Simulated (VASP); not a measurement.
Wanted: the native input for a VASP 6.6.1 run.

```yaml
Task: single point
Functional: LDA
Potentials_or_basis: VASP PAW LDA potentials, release 64 (Zr_sv, S)
Cutoff: 520 eV
k_mesh: 16 × 16 × 16
Occupations: gaussian, width 0.15 eV
Spin: no spin polarisation
Dipole_correction: no
Further_INCAR_settings: ALGO = Normal; EDIFF = 1e-06; NBANDS = 16
```

The structure of ZrS lies in POSCAR:

```
ZrS
1.0
    0.0000000000      2.6050690064      2.6050690064
    2.6050690064      0.0000000000      2.6050690064
    2.6050690064      2.6050690064      0.0000000000
Zr S
1 1
Direct
    0.0000000000      0.0000000000      0.0000000000
    0.5000000000      0.5000000000      0.5000000000
```

These files were run (other wordings do the same):

INCAR

```
  PREC = Accurate
  ENCUT = 520
  EDIFF = 1E-6
  ISMEAR = 0
  SIGMA = 0.15
  LREAL = False
  LASPH = True
  NELM = 100
  ALGO = Normal
  ISIF = 2
  LWAVE = False
  LCHARG = False
  GGA = CA
  NBANDS = 16
```

KPOINTS

```
regular mesh
0
Gamma
  16 16 16
```

Potentials or basis: VASP PAW LDA potentials, release 64 (Zr_sv, S).

The run is started by

```console
$ cat potpaw_LDA.64/Zr_sv/POTCAR potpaw_LDA.64/S/POTCAR > POTCAR
$ mpirun -np 1 vasp_std > vasp.out
```

Results of the run:

```
Pressure               : -6.1 GPa
Band gap on the k mesh : zero (bands 9 and 10 overlap by 2.91 eV)
```

Caveat: the cell stands under tension.

Run time: 40 s on 1 thread of Intel(R) Xeon(R) 6975P-C (Granite Rapids) (shared host), peak memory 0.19 GiB.
